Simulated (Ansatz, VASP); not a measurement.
One calculation of CuO, two programs

The input INCAR:

```
PREC = Accurate
ENCUT = 520
EDIFF = 1E-7
ISMEAR = -1
SIGMA = 0.05
LREAL = False
LASPH = True
NELM = 100
ALGO = Normal
ISIF = 2
LWAVE = False
LCHARG = False
GGA = PS
NBANDS = 44
```

The input KPOINTS:

```
regular mesh
0
Gamma
  9 5 5
```

File POSCAR:

```
CuO
1.0
    2.3418500000     -1.7113000000      0.0000000000
   -1.4918200000     -1.7113000000     -5.0578700000
    2.3418500000      5.1339000000      0.0000000000
Cu O
4 4
Direct
    0.3213271600      0.9565765600      0.2905417800
    0.6786728400      0.0434234400      0.7094582200
    0.3225567000      0.5218645100      0.6836463300
    0.6774433000      0.4781354900      0.3163536700
    0.4176716400      0.7073204800      0.0098998500
    0.4139283600      0.7926795200      0.6585001500
    0.2249395900      0.3481680500      0.0734239800
    0.9434604100      0.1518319500      0.2581760200
```

The input input.yaml:

```yaml
crystal:
  lattice:
    - [2.34185, -1.7113, 0.0]
    - [-1.49182, -1.7113, -5.05787]
    - [2.34185, 5.1339, 0.0]
  atoms:
    - { symbol: Cu, position: [0.32132716, 0.95657656, 0.29054178] }
    - { symbol: Cu, position: [0.67867284, 0.04342344, 0.70945822] }
    - { symbol: Cu, position: [0.3225567, 0.52186451, 0.68364633] }
    - { symbol: Cu, position: [0.6774433, 0.47813549, 0.31635367] }
    - { symbol: O, position: [0.41767164, 0.70732048, 0.00989985] }
    - { symbol: O, position: [0.41392836, 0.79267952, 0.65850015] }
    - { symbol: O, position: [0.22493959, 0.34816805, 0.07342398] }
    - { symbol: O, position: [0.94346041, 0.15183195, 0.25817602] }
hamiltonian:
  xc: pbesol
  pseudopotentials: { kind: paw }
kpoints:
  mp_grid: { grid: [9, 5, 5] }
  band_path:
    path:
      - [[0.5, 0.0, 0.0], [0.0, 0.0, 0.0], [0.0, -0.5, 0.0]]
      - [[0.5, -0.5, 0.0], [0.0, 0.0, 0.0], [0.0, 0.5, -0.5]]
      - [[0.5, 0.5, -0.5], [0.0, 0.0, 0.0], [0.0, 0.0, -0.5]]
      - [[0.5, 0.0, -0.5], [0.0, 0.0, 0.0]]
    npoints: 10
scf:
  occupations: { method: fermi_dirac, width: 0.05 }
  n_extra_bands: 20
output:
  forces: true
  stress: true
  eigenvalues: true
  fatbands: false
```

Alike in both runs: functional PBEsol; k mesh 9 × 5 × 5; occupations fermi-dirac, width 0.05 eV; no spin polarisation.

|  | VASP | Ansatz |
| --- | --- | --- |
| version | VASP 6.6.1 | Ansatz 0.2.0 |
| potentials or method | VASP PAW PBE potentials, release 64 (Cu, O) | Ansatz PAW |
| plane-wave cutoff (eV) | 520 | 420 |
| valence electrons in the cell | 68 | 100 |
| task | single point | band structure |

Ansatz gave:

```
gap on the k mesh at the Fermi level (eV) : none
rms of the force components (eV/Å)        : 4.649
```

Task: Estimate VASP's values.

Result: gap on the k mesh at the Fermi level (eV): none; rms of the force components (eV/Å): 4.732.

VASP's potentials were made for PBE, not for PBEsol. Atom by atom the forces differ by 0.106 eV/Å (rms over components). A gap of «none» marks a metal or a gap that the smearing closes. With one functional, cell and mesh, what is left measures potentials, basis and numerics. VASP's potentials hold 68 valence electrons a cell and Ansatz's 100, so a difference there can come from the potentials and not from the codes.
